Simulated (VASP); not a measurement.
# Pb (Fd-3m) in VASP: further runs, part 2 of 2

VASP 6.6.1.

## (3) Single point, r2SCAN (40.34 Å³/atom)

This run uses another cell than the first one, of 40.34 Å³/atom.

POSCAR

```
Pb
1.0
    0.0000000000      3.4295160532      3.4295160532
    3.4295160532      0.0000000000      3.4295160532
    3.4295160532      3.4295160532      0.0000000000
Pb
2
Direct
    0.1250000000      0.1250000000      0.1250000000
    0.8750000000      0.8750000000      0.8750000000
```

INCAR.step1

```
PREC     = Accurate       # precision mode
ENCUT    = 520            # plane-wave cutoff, eV
ISMEAR   = -1             # smearing method
SIGMA    = 0.1            # smearing width, eV
LREAL    = F              # projectors in reciprocal space
LASPH    = T              # aspherical terms in the spheres
NELM     = 60             # most SCF steps
NBANDS   = 21             # bands
GGA      = PE             # functional
ALGO     = Normal         # electronic algorithm
EDIFF    = 1E-4           # SCF threshold, eV
LWAVE    = T              # write WAVECAR
LCHARG   = F              # write CHGCAR
```

INCAR.step2

```
PREC     = Accurate       # precision mode
ENCUT    = 520            # plane-wave cutoff, eV
EDIFF    = 1E-7           # SCF threshold, eV
ISMEAR   = -1             # smearing method
SIGMA    = 0.1            # smearing width, eV
LREAL    = F              # projectors in reciprocal space
LASPH    = T              # aspherical terms in the spheres
NELM     = 60             # most SCF steps
ALGO     = Normal         # electronic algorithm
ISIF     = 2              # what is computed and relaxed
LWAVE    = F              # write WAVECAR
LCHARG   = F              # write CHGCAR
METAGGA  = R2SCAN         # meta-GGA
LMIXTAU  = T            
NBANDS   = 21             # bands
ISTART   = 1
```

KPOINTS

```
regular mesh
0
Gamma
  9 9 9
```

Potentials or basis: VASP PAW PBE potentials, release 64 (Pb_d).

Run with:

```bash
$ cat potpaw_PBE.64/Pb_d/POTCAR > POTCAR
$ cp INCAR.step1 INCAR
$ mpirun -np 1 vasp_std > vasp.out
$ cp INCAR.step2 INCAR
$ mpirun -np 1 vasp_std > vasp.out
```

OUTCAR:

```text
PREC = Accurate
   ENCUT = 520
   EDIFF = 1E-7
   ISMEAR = -1
   LREAL = F
   LASPH = T
   NELM = 60
   ISIF = 2
   METAGGA = R2SCAN
   ISTART = 1

 ion  position               nearest neighbor table
   1  0.125  0.125  0.125-   2 2.97   2 2.97   2 2.97   2 2.97
   2  0.875  0.875  0.875-   1 2.97   1 2.97   1 2.97   1 2.97

  LATTYP: Found a face centered cubic cell.
 ALAT       =     6.8590321064

  Lattice vectors:

 A1 = (   0.0000000000,   3.4295160532,   3.4295160532)
 A2 = (   3.4295160532,   0.0000000000,   3.4295160532)
 A3 = (   3.4295160532,   3.4295160532,   0.0000000000)

Analysis of symmetry for initial positions (statically):
=====================================================================
 Subroutine PRICEL returns:
 Original cell was already a primitive cell.

 Routine SETGRP: Setting up the symmetry group for a
 face centered cubic supercell.

 Subroutine GETGRP returns: Found 48 space group operations
 (whereof 12 operations were pure point group operations)
 out of a pool of 48 trial point group operations.

The static configuration has the point symmetry D_3d.
 The point group associated with its full space group is O_h .

Analysis of symmetry for dynamics (positions and initial velocities):
=====================================================================
 Subroutine PRICEL returns:
 Original cell was already a primitive cell.

 Routine SETGRP: Setting up the symmetry group for a
 face centered cubic supercell.

 Subroutine GETGRP returns: Found 48 space group operations
 (whereof 12 operations were pure point group operations)
 out of a pool of 48 trial point group operations.

The dynamic configuration has the point symmetry D_3d.
 The point group associated with its full space group is O_h .

 Subroutine INISYM returns: Found 48 space group operations
 (whereof 12 operations are pure point group operations),
 and found     1 'primitive' translations
[... 108 lines left out ...]
   EMIN   =  10.00;   EMAX   =-10.00  energy-range for DOS
   EFERMI =   0.00;   METHOD = LEGACY
   ISMEAR =    -1;   SIGMA  =   0.10  broadening in eV -4-tet -1-fermi 0-gaus
   EFERMI_NEDOS =   21; number of points for ismear=-14 and -15
   IALGO  =     38    algorithm
   IMIX   =      4    mixing-type and parameters
     AMIX     =   0.40;   BMIX     =  1.00
     AMIX_MAG =   1.60;   BMIX_MAG =  1.00
  volume/ion in A,a.u.               =      40.34       272.20
  Fermi-wavevector in a.u.,A,eV,Ry     =   1.150495  2.174120 18.009193  1.323638
  Thomas-Fermi vector in A             =   2.287158
   LORBIT       =      0    0 simple, 1 ext, 2 COOP (PROOUT), +10 PAW based schemes
   METAGGA = R2SCAN    functional components
   LHFCALC =     F    Hartree Fock is set to
   AEXX    =    0.0000 exact exchange contribution
   IVDW    =     0    specifies the selected vdW correction
   LEPSILON=     F    determine dielectric tensor
   LRPA    =     F    only Hartree local field effects (RPA)
 non-spin polarized calculation
  energy-cutoff  :      520.00
  volume of cell :       80.67
 maximum number of plane-waves:      2188
   NGX = 17   NGY = 17   NGZ = 17

 number of electron      28.0000005 magnetization

 Free energy of the ion-electron system (eV)
  ---------------------------------------------------
  ext. energy  EPLUGINS =         0.00000000
  ---------------------------------------------------
  free energy    TOTEN  =      -112.19924391 eV

  energy without entropy =     -112.18653438  energy(sigma->0) =     -112.19288914

 E-fermi :   4.2912     XC(G=0):  -9.0972

 val. band max:        4.0904643920   @ k =   0.1111   0.1111   0.0000
 cond. band min:       4.3865183062   @ k =  -0.1111   0.1111   0.0000
 fundamental gap:      0.2960539143
 Fermi energy:         4.2911756185

 k-point     1 :       0.0000    0.0000    0.0000
  band No.  band energies     occupation
      1     -13.5317      2.00000
      2     -13.5317      2.00000
      3     -13.5317      2.00000
      4     -13.4479      2.00000
      5     -13.4479      2.00000
      6     -12.9820      2.00000
[... 565 lines left out ...]
     20      13.6501      0.00000
     21      15.0403      0.00000

 [... further k-points ...]

------------------------ aborting loop because EDIFF is reached ----------------------------------------

  FORCE on cell =-STRESS in cart. coord.  units (eV):
  Direction    XX          YY          ZZ          XY          YZ          ZX
  --------------------------------------------------------------------------------------
  -------------------------------------------------------------------------------------
  Total        0.6604150      0.6604150      0.6604150     -0.0000000      0.0000000     -0.0000000
  in kB       13.1159269     13.1159269     13.1159269     -0.0000000      0.0000000     -0.0000000
  external PRESSURE =      13.1159269 kB  Pullay stress =       0.0000000 kB

 VOLUME and BASIS-vectors are now :
 -----------------------------------------------------------------------------
  energy-cutoff  :      520.00
  volume of cell :       80.67
      direct lattice vectors                 reciprocal lattice vectors
     0.000000000  3.429516053  3.429516053    -0.145793165  0.145793165  0.145793165
     3.429516053  0.000000000  3.429516053     0.145793165 -0.145793165  0.145793165
     3.429516053  3.429516053  0.000000000     0.145793165  0.145793165 -0.145793165

 POSITION                                       TOTAL-FORCE (eV/Angst)
 -----------------------------------------------------------------------------------
      0.85738      0.85738      0.85738         0.000000     -0.000000      0.000000
      6.00165      6.00165      6.00165        -0.000000      0.000000     -0.000000
 -----------------------------------------------------------------------------------
    total drift:                                0.000000      0.000000      0.000000

  FREE ENERGIE OF THE ION-ELECTRON SYSTEM (eV)
  ---------------------------------------------------
  free  energy   TOTEN  =      -112.1992439072 eV

  energy  without entropy=     -112.1865343780  energy(sigma->0) =     -112.19288914
```

Run time: 2.6 min. Hardware: 1 thread of AMD EPYC 9R45 (Zen 5), shared host; peak memory 0.2 GiB.

Results:

```
Free energy            : -112.1992 eV
Pressure               : 1.3 GPa
Band gap on the k mesh : zero (bands 14 and 15 overlap by 1.19 eV)
```

Caveat: the PAW data sets were made with another functional, which shifts forces and pressure a little; spin-orbit coupling is left out, which moves the levels of the heavy elements.

## (4) Single point, r2SCAN (42.02 Å³/atom)

This run uses another cell than the first one, of 42.02 Å³/atom.

POSCAR

```
Pb
1.0
    0.0000000000      3.4765015637      3.4765015637
    3.4765015637      0.0000000000      3.4765015637
    3.4765015637      3.4765015637      0.0000000000
Pb
2
Direct
    0.1250000000      0.1250000000      0.1250000000
    0.8750000000      0.8750000000      0.8750000000
```

INCAR.step1

```
PREC = Accurate ; ENCUT = 520
ISMEAR = -1 ; SIGMA = 0.1
LREAL = F ; LASPH = T
NELM = 100 ; NBANDS = 21
GGA = PE ; ALGO = Normal
EDIFF = 1E-4 ; LWAVE = T
LCHARG = F
```

INCAR.step2

```
PREC = Accurate ; ENCUT = 520
EDIFF = 1E-7 ; ISMEAR = -1
SIGMA = 0.1 ; LREAL = F
LASPH = T ; NELM = 100
ALGO = Normal ; ISIF = 2
LWAVE = F ; LCHARG = F
METAGGA = R2SCAN ; LMIXTAU = T
NBANDS = 21 ; ISTART = 1
```

KPOINTS is that of step 3.

Run with:

```bash
$ cat potpaw_PBE.64/Pb_d/POTCAR > POTCAR
$ cp INCAR.step1 INCAR
$ mpirun -np 1 vasp_std > vasp.out
$ cp INCAR.step2 INCAR
$ mpirun -np 1 vasp_std > vasp.out
```

Run time: 3.2 min. Hardware: 1 thread of AMD EPYC 9R45 (Zen 5), shared host; peak memory 0.24 GiB.

It converged, with:

```yaml
Free_energy: -112.2134 eV
Pressure: 0.0 GPa
Band_gap_on_the_k_mesh: zero (bands 14 and 15 overlap by 1.13 eV)
```

Levels at points of the mesh, in eV from the Fermi level:
| k point | band 11 | band 12 | band 13 | band 14 | band 15 | band 16 | band 17 | band 18 |
| --- | --- | --- | --- | --- | --- | --- | --- | --- |
| (0.00, 0.00, 0.00) | -11.44 | -4.07 | 0.36 | 0.36 | 0.36 | 2.53 | 2.53 | 2.53 |

Caveat: the PAW data sets were made with another functional, which shifts forces and pressure a little; spin-orbit coupling is left out, which moves the levels of the heavy elements.

## (5) Single point, r2SCAN (43.70 Å³/atom)

This run uses another cell than the first one, of 43.70 Å³/atom.

POSCAR

```
Pb
1.0
    0.0000000000      3.5222502517      3.5222502517
    3.5222502517      0.0000000000      3.5222502517
    3.5222502517      3.5222502517      0.0000000000
Pb
2
Direct
    0.1250000000      0.1250000000      0.1250000000
    0.8750000000      0.8750000000      0.8750000000
```

INCAR.step1

```
SYSTEM = Pb
  PREC = Accurate
  ENCUT = 520
  ISMEAR = -1
  SIGMA = 0.1
  LREAL = .False.
  LASPH = .True.
  NELM = 80
  NBANDS = 21
  GGA = PE
  ALGO = Normal
  EDIFF = 1E-4
  LWAVE = .True.
  LCHARG = .False.
```

INCAR.step2

```
SYSTEM = Pb
  PREC = Accurate
  ENCUT = 520
  EDIFF = 1E-6
  ISMEAR = -1
  SIGMA = 0.1
  LREAL = .False.
  LASPH = .True.
  NELM = 80
  ALGO = Normal
  ISIF = 2
  LWAVE = .False.
  LCHARG = .True.
  METAGGA = R2SCAN
  LMIXTAU = .True.
  LELF = .True.
  LVHAR = .True.
  NBANDS = 21
  ISTART = 1
```

KPOINTS

```
Automatic mesh
0
Gamma
  9 9 9
  0 0 0
```

Run with:

```bash
$ cat potpaw_PBE.64/Pb_d/POTCAR > POTCAR
$ cp INCAR.step1 INCAR
$ mpirun -np 1 vasp_std > vasp.out
$ cp INCAR.step2 INCAR
$ mpirun -np 1 vasp_std > vasp.out
```

It took 2.9 min on 1 thread of AMD EPYC 9R45 (Zen 5), shared host; peak memory 0.24 GiB.

It converged, with:

```
Free energy            : -112.2024 eV
Pressure               : -1.1 GPa
Band gap on the k mesh : zero (bands 14 and 15 overlap by 1.07 eV)
```

Levels at points of the mesh, in eV from the Fermi level:
```tsv
k point	band 12	band 13	band 14	band 15	band 16	band 17
(0.00, 0.00, 0.00)	-4.28	0.35	0.35	0.35	2.50	2.50
```

Caveat: the PAW data sets were made with another functional, which shifts forces and pressure a little; spin-orbit coupling is left out, which moves the levels of the heavy elements.

## (6) Single point, r2SCAN (45.38 Å³/atom)

This run uses another cell than the first one, of 45.38 Å³/atom.

POSCAR

```
Pb
1.0
    0.0000000000      3.5668404316      3.5668404316
    3.5668404316      0.0000000000      3.5668404316
    3.5668404316      3.5668404316      0.0000000000
Pb
2
Direct
    0.1250000000      0.1250000000      0.1250000000
    0.8750000000      0.8750000000      0.8750000000
```

INCAR.step1

```
SYSTEM = Pb
PREC = Accurate ; ENCUT = 520
ISMEAR = -1 ; SIGMA = 0.1
LREAL = .FALSE. ; LASPH = .TRUE.
NELM = 100 ; NBANDS = 21
GGA = PE ; ALGO = Normal
EDIFF = 1E-4 ; LWAVE = .TRUE.
LCHARG = .FALSE.
```

INCAR.step2

```
SYSTEM = Pb
PREC = Accurate ; ENCUT = 520
EDIFF = 1E-6 ; ISMEAR = -1
SIGMA = 0.1 ; LREAL = .FALSE.
LASPH = .TRUE. ; NELM = 100
ALGO = Normal ; ISIF = 2
LWAVE = .FALSE. ; LCHARG = .FALSE.
METAGGA = R2SCAN ; LMIXTAU = .TRUE.
NBANDS = 21 ; ISTART = 1
```

KPOINTS

```
Automatic mesh
0
G
  9 9 9
  0 0 0
```

Potentials or basis: VASP PAW PBE potentials, release 64 (Pb_d).

Run with:

```bash
$ cat potpaw_PBE.64/Pb_d/POTCAR > POTCAR
$ cp INCAR.step1 INCAR
$ mpirun -np 1 vasp_std > vasp.out
$ cp INCAR.step2 INCAR
$ mpirun -np 1 vasp_std > vasp.out
```

Wall time 2.8 min (1 thread of AMD EPYC 9R45 (Zen 5), shared host); peak memory 0.24 GiB.

Results (log left out):

* Free energy: -112.1713 eV
* Pressure: -1.9 GPa
* Band gap on the k mesh: zero (bands 14 and 15 overlap by 1.01 eV)

Levels at points of the mesh, in eV from the Fermi level:
```csv
k point,band 12,band 13,band 14,band 15,band 16,band 17
"(0.00, 0.00, 0.00)",-4.47,0.34,0.34,0.34,2.48,2.48
```

Caveat: the PAW data sets were made with another functional, which shifts forces and pressure a little; spin-orbit coupling is left out, which moves the levels of the heavy elements.

## (7) Overview

| cell | gap on the mesh (eV) | pressure (GPa) |
| --- | --- | --- |
| a = 4.782 Å, angles 60.0°, 2 atoms | none | 3.0 |
| a = 4.850 Å, angles 60.0°, 2 atoms | none | 1.3 |
| a = 4.917 Å, angles 60.0°, 2 atoms | none | 0.0 |
| a = 4.981 Å, angles 60.0°, 2 atoms | none | -1.1 |
| a = 5.044 Å, angles 60.0°, 2 atoms | none | -1.9 |

Alike in all rows: task single point; level r2SCAN; potentials or basis VASP PAW PBE potentials, release 64 (Pb_d); no spin polarisation; k mesh 9 × 9 × 9; cutoff (eV) 520; smearing fermi-dirac 0.1 eV.

Caveats: the PAW data sets were made with another functional, which shifts forces and pressure a little; spin-orbit coupling is left out, which moves the levels of the heavy elements; the cell stands under pressure (at least some runs).

Absolute energies hang on the potentials; compare differences alone.

The gap in the log of VASP goes by the Fermi energy; the results here count the filled bands.